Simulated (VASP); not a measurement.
# BW5 (F-43m) in VASP: density of states with PBE

Aim: the density of states of BW5 with PBE.

Everything below comes from runs of VASP 6.6.1. Logs are shortened: lines on timing, memory, paths and dates and some standing lists are left out, and cuts for length are marked.

### Step 1. The cell of the first run

The structure is cubic, space group F-43m (No. 216). The conventional cell has a = 7.321 Å, b = 7.321 Å, c = 7.321 Å, α = 90.00°, β = 90.00°, γ = 90.00°. B (site symmetry -43m) has 16 W at 3.03 to 3.17 Å within 4.0 Å. W (site symmetry -43m) has 12 W at 3.04 Å and 4 B at 3.17 Å within 4.0 Å. W (site symmetry 3m) has 9 W at 2.58 to 3.04 Å and 3 B at 3.03 Å within 3.4 Å.

### Step 2. Density of states, PBE

POSCAR

```
BW5
1.0
    0.0000000000      3.6604208309      3.6604208309
    3.6604208309      0.0000000000      3.6604208309
    3.6604208309      3.6604208309      0.0000000000
B W
1 5
Direct
    0.0000000000      0.0000000000      0.0000000000
    0.2500000000      0.2500000000      0.2500000000
    0.6254644908      0.6254644908      0.6254644908
    0.1236065276      0.6254644908      0.6254644908
    0.6254644908      0.6254644908      0.1236065276
    0.6254644908      0.1236065276      0.6254644908
```

INCAR.step1

```
ALGO = Normal
EDIFF = 1E-6
ENCUT = 520
GGA = PE
ISIF = 2
ISMEAR = 0
LASPH = T
LCHARG = T
LMAXMIX = 4
LREAL = F
LWAVE = F
NBANDS = 46
NELM = 100
PREC = Accurate
SIGMA = 0.1
```

KPOINTS.step1

```
k-points
0
Gamma
  10 10 10
```

INCAR.step2

```
ALGO = Normal
EDIFF = 1E-6
ENCUT = 520
GGA = PE
ICHARG = 11
ISIF = 2
ISMEAR = -5
LASPH = T
LCHARG = F
LMAXMIX = 4
LORBIT = 11
LREAL = F
LWAVE = F
NBANDS = 46
NEDOS = 2001
NELM = 100
PREC = Accurate
SIGMA = 0.1
```

KPOINTS.step2

```
k-points
0
Gamma
  15 15 15
```

Potentials or basis: VASP PAW PBE potentials, release 64 (B, W_sv).

Started as:

```console
$ cat potpaw_PBE.64/B/POTCAR potpaw_PBE.64/W_sv/POTCAR > POTCAR
$ cp INCAR.step1 INCAR
$ cp KPOINTS.step1 KPOINTS
$ mpirun -np 1 vasp_std > vasp.out
$ cp INCAR.step2 INCAR
$ cp KPOINTS.step2 KPOINTS
$ mpirun -np 1 vasp_std > vasp.out
```

OUTCAR:

```text
EDIFF = 1E-6
   ENCUT = 520
   GGA = PE
   ICHARG = 11
   ISIF = 2
   ISMEAR = -5
   LASPH = T
   LORBIT = 11
   LREAL = F
   NELM = 100
   PREC = Accurate

 ion  position               nearest neighbor table
   1  0.000  0.000  0.000-
   2  0.250  0.250  0.250-   5 3.04   3 3.04   4 3.04   6 3.04   4 3.04   6 3.04   3 3.04   6 3.04
                             5 3.04   3 3.04   5 3.04   4 3.04
   3  0.625  0.625  0.625-   4 2.58   5 2.58   6 2.58   5 2.60   6 2.60   4 2.60   2 3.04   2 3.04
                             2 3.04
   4  0.124  0.625  0.625-   3 2.58   5 2.58   6 2.58   3 2.60   5 2.60   6 2.60   2 3.04   2 3.04
                             2 3.04
   5  0.625  0.625  0.124-   3 2.58   4 2.58   6 2.58   3 2.60   6 2.60   4 2.60   2 3.04   2 3.04
                             2 3.04
   6  0.625  0.124  0.625-   3 2.58   4 2.58   5 2.58   5 2.60   3 2.60   4 2.60   2 3.04   2 3.04
                             2 3.04

  LATTYP: Found a face centered cubic cell.
 ALAT       =     7.3208416618

  Lattice vectors:

 A1 = (   0.0000000000,   3.6604208309,   3.6604208309)
 A2 = (   3.6604208309,   0.0000000000,   3.6604208309)
 A3 = (   3.6604208309,   3.6604208309,   0.0000000000)

Analysis of symmetry for initial positions (statically):
=====================================================================
 Subroutine PRICEL returns:
 Original cell was already a primitive cell.

 Routine SETGRP: Setting up the symmetry group for a
 face centered cubic supercell.

 Subroutine GETGRP returns: Found 24 space group operations
 (whereof 24 operations were pure point group operations)
 out of a pool of 48 trial point group operations.

The static configuration has the point symmetry T_d .

Analysis of symmetry for dynamics (positions and initial velocities):
=====================================================================
 Subroutine PRICEL returns:
 Original cell was already a primitive cell.

 Routine SETGRP: Setting up the symmetry group for a
 face centered cubic supercell.

 Subroutine GETGRP returns: Found 24 space group operations
 (whereof 24 operations were pure point group operations)
 out of a pool of 48 trial point group operations.

The dynamic configuration has the point symmetry T_d .

 Subroutine INISYM returns: Found 24 space group operations
 (whereof 24 operations are pure point group operations),
 and found     1 'primitive' translations

----------------------------------------------------------------------------------------

                                     Primitive cell

  volume of cell :      98.0896

  direct lattice vectors                    reciprocal lattice vectors
     0.000000000  3.660420831  3.660420831    -0.136596316  0.136596316  0.136596316
     3.660420831  0.000000000  3.660420831     0.136596316 -0.136596316  0.136596316
     3.660420831  3.660420831  0.000000000     0.136596316  0.136596316 -0.136596316

  length of vectors
     5.176616783  5.176616783  5.176616783     0.236591759  0.236591759  0.236591759

  position of ions in fractional coordinates (direct lattice)
     0.000000000  0.000000000  0.000000000
     0.250000000  0.250000000  0.250000000
     0.625464491  0.625464491  0.625464491
     0.123606528  0.625464491  0.625464491
     0.625464491  0.625464491  0.123606528
     0.625464491  0.123606528  0.625464491

  ion indices of the primitive-cell ions
   primitive index   ion index
                 1           1
                 2           2
                 3           3
                 4           4
                 5           5
                 6           6

----------------------------------------------------------------------------------------

 KPOINTS: k-points

Automatic generation of k-mesh.
 Grid dimensions read from file:
 generate k-points for:   15   15   15

 Generating k-lattice:

  Cartesian coordinates                     Fractional coordinates (reciprocal lattice)
    -0.009106421  0.009106421  0.009106421     0.066666667  0.000000000  0.000000000
     0.009106421 -0.009106421  0.009106421     0.000000000  0.066666667  0.000000000
     0.009106421  0.009106421 -0.009106421     0.000000000  0.000000000  0.066666667

  Length of vectors
     0.015772784  0.015772784  0.015772784

  Shift w.r.t. Gamma in fractional coordinates (k-lattice)
     0.000000000  0.000000000  0.000000000

 TETIRR: Found    484 inequivalent tetrahedra from    20250

 Subroutine IBZKPT returns following result:
 ===========================================

 Found    120 irreducible k-points:

 Following reciprocal coordinates:
            Coordinates               Weight
  0.000000  0.000000  0.000000      1.000000
  0.066667  0.000000  0.000000      8.000000
  0.133333  0.000000  0.000000      8.000000
  0.200000  0.000000  0.000000      8.000000
  0.266667  0.000000  0.000000      8.000000
  0.333333  0.000000  0.000000      8.000000
[... 16 lines left out ...]
  0.133333  0.133333  0.000000      6.000000
  0.200000  0.133333  0.000000     24.000000
 [... further k-points ...]
   k-points           NKPTS =    120   k-points in BZ     NKDIM =    120   number of bands    NBANDS=     46
   number of dos      NEDOS =   2001   number of ions     NIONS =      6
   total plane-waves  NPLWV =  64000
   dimension x,y,z NGX =    40 NGY =   40 NGZ =   40
   dimension x,y,z NGXF=    80 NGYF=   80 NGZF=   80
   ions per type =               1   5
   NGX,Y,Z   is equivalent  to a cutoff of  12.85, 12.85, 12.85 a.u.
   NGXF,Y,Z  is equivalent  to a cutoff of  25.69, 25.69, 25.69 a.u.
 SYSTEM =  unknown system
   PREC   = accura    normal or accurate (medium, high low for compatibility)
   ISTART =      0    job   : 0-new  1-cont  2-samecut
   ICHARG =     11    charge: 1-file 2-atom 10-const
   ISPIN  =      1    spin polarized calculation?
   LNONCOLLINEAR =      F non collinear calculations
   LSORBIT =      F    spin-orbit coupling
   LASPH  =      T    aspherical Exc in radial PAW
   ENCUT  =  520.0 eV  38.22 Ry    6.18 a.u.   9.63  9.63  9.63*2*pi/ulx,y,z
   NELM   =    100;   NELMIN=  2; NELMDL=  0     # of ELM steps
   EDIFF  = 0.1E-05   stopping-criterion for ELM
   LREAL  =      F    real-space projection
   EDIFFG = 0.1E-04   stopping-criterion for IOM
   NSW    =      0    number of steps for IOM
   IBRION =     -1    ionic relax: 0-MD 1-quasi-New 2-CG
   NFREE  =      0    steps in history (QN), initial steepest desc. (CG)
   ISIF   =      2    stress and relaxation
   ISYM   =      2    0-nonsym 1-usesym 2-fastsym
   POTIM  = 0.5000    time-step for ionic-motion
   TEBEG  =    0.0;   TEEND  =   0.0 temperature during run
   PSTRESS=    0.0 pullay stress
   NELECT =      73.0000    total number of electrons
   NUPDOWN=      -1.0000    fix difference up-down
   EMIN   =  10.00;   EMAX   =-10.00  energy-range for DOS
   EFERMI =   0.00;   METHOD = LEGACY
   ISMEAR =    -5;   SIGMA  =   0.10  broadening in eV -4-tet -1-fermi 0-gaus
   EFERMI_NEDOS =   21; number of points for ismear=-14 and -15
   IALGO  =     38    algorithm
   IMIX   =      4    mixing-type and parameters
     AMIX     =   0.40;   BMIX     =  1.00
     AMIX_MAG =   1.60;   BMIX_MAG =  1.00
  volume/ion in A,a.u.               =      16.35       110.32
  Fermi-wavevector in a.u.,A,eV,Ry     =   1.483570  2.803541 29.946158  2.200981
  Thomas-Fermi vector in A             =   2.597215
   LORBIT       =     11    0 simple, 1 ext, 2 COOP (PROOUT), +10 PAW based schemes
   GGA     = PE    functional components
   LHFCALC =     F    Hartree Fock is set to
   AEXX    =    0.0000 exact exchange contribution
   IVDW    =     0    specifies the selected vdW correction
   LEPSILON=     F    determine dielectric tensor
   LRPA    =     F    only Hartree local field effects (RPA)
 non-spin polarized calculation
 Fermi weights with tetrahedron method with Bloechl corrections
  energy-cutoff  :      520.00
  volume of cell :       98.09
 maximum number of plane-waves:      2688

 number of electron      73.0000005 magnetization

 Free energy of the ion-electron system (eV)
  ---------------------------------------------------
  ext. energy  EPLUGINS =         0.00000000
  ---------------------------------------------------
  free energy    TOTEN  =       -64.70255571 eV

  energy without entropy =      -64.70255571  energy(sigma->0) =      -64.70255571

 E-fermi :   9.4128     XC(G=0): -12.7102

 val. band max:        9.4303578099   @ k =  -0.4000   0.3333   0.0000
 cond. band min:       9.4011328405   @ k =   0.4667   0.0667   0.0000
 fundamental gap:     -0.0292249695
 Fermi energy:         9.4128426971

 k-point     1 :       0.0000    0.0000    0.0000
  band No.  band energies     occupation
      1     -65.0839      2.00000
      2     -64.6633      2.00000
      3     -64.4265      2.00000
      4     -64.4265      2.00000
      5     -64.4265      2.00000
      6     -30.3154      2.00000
[... 38 lines left out ...]
     45      13.1547      0.00000
     46      13.1619      0.00000

 k-point     2 :       0.0667    0.0000    0.0000
  band No.  band energies     occupation
      1     -65.0838      2.00000
      2     -64.6615      2.00000
      3     -64.4284      2.00000
      4     -64.4265      2.00000
      5     -64.4265      2.00000
      6     -30.3006      2.00000
[... 38 lines left out ...]
     45      12.7657      0.00000
     46      13.1497      0.00000

 k-point     3 :       0.1333    0.0000    0.0000
  band No.  band energies     occupation
      1     -65.0837      2.00000
      2     -64.6560      2.00000
      3     -64.4342      2.00000
      4     -64.4265      2.00000
      5     -64.4264      2.00000
      6     -30.2579      2.00000
[... 1018 lines left out ...]
     45      12.9059      0.00000
     46      12.9424      0.00000

 k-point    24 :       0.2000    0.1333    0.0000
  band No.  band energies     occupation
      1     -65.0835      2.00000
      2     -64.6469      2.00000
      3     -64.4437      2.00000
      4     -64.4264      2.00000
      5     -64.4264      2.00000
      6     -30.1863      2.00000
[... 38 lines left out ...]
     45      12.8003      0.00000
     46      12.9280      0.00000

 [... further k-points ...]
[... 5 lines left out ...]
  --------------------------------------------------------------------------------------
  -------------------------------------------------------------------------------------
  Total        0.3653499      0.3653499      0.3653499     -0.0000000      0.0000000     -0.0000000
  in kB        5.9675566      5.9675566      5.9675566     -0.0000000      0.0000000     -0.0000000
  external PRESSURE =       5.9675566 kB  Pullay stress =       0.0000000 kB

 VOLUME and BASIS-vectors are now :
 -----------------------------------------------------------------------------
  energy-cutoff  :      520.00
  volume of cell :       98.09
      direct lattice vectors                 reciprocal lattice vectors
     0.000000000  3.660420831  3.660420831    -0.136596316  0.136596316  0.136596316
     3.660420831  0.000000000  3.660420831     0.136596316 -0.136596316  0.136596316
     3.660420831  3.660420831  0.000000000     0.136596316  0.136596316 -0.136596316

 POSITION                                       TOTAL-FORCE (eV/Angst)
 -----------------------------------------------------------------------------------
      0.00000      0.00000      0.00000        -0.000000     -0.000000     -0.000000
      1.83021      1.83021      1.83021        -0.000000     -0.000000     -0.000000
      4.57893      4.57893      4.57893        -0.013741     -0.013741     -0.013741
      4.57893      2.74192      2.74192        -0.013741      0.013741      0.013741
      2.74192      2.74192      4.57893         0.013741      0.013741     -0.013741
      2.74192      4.57893      2.74192         0.013741     -0.013741      0.013741
 -----------------------------------------------------------------------------------
    total drift:                                0.010694      0.010694      0.010694

  FREE ENERGIE OF THE ION-ELECTRON SYSTEM (eV)
  ---------------------------------------------------
  free  energy   TOTEN  =       -64.7025557149 eV

  energy  without entropy=      -64.7025557149  energy(sigma->0) =      -64.70255571

 total charge

# of ion       s       p       d       tot
------------------------------------------
    1        0.663   0.664   0.000   1.327
    2        2.337   6.217   3.151  11.705
    3        2.435   6.316   3.508  12.260
    4        2.435   6.316   3.508  12.260
    5        2.435   6.316   3.508  12.260
    6        2.435   6.316   3.508  12.260
--------------------------------------------------
tot         12.742  32.144  17.184  62.070
```

It took 4.8 min on 1 thread of Intel Xeon 6975P-C (Granite Rapids), shared host; peak memory 0.51 GiB.

Results:

```
Valence electrons inside the program's atomic spheres : B 1.33; W 11.71, 12.26
```

Caveat: spin-orbit coupling is left out, which moves the levels of the heavy elements; tetrahedron occupations give inexact forces and stress in metals.
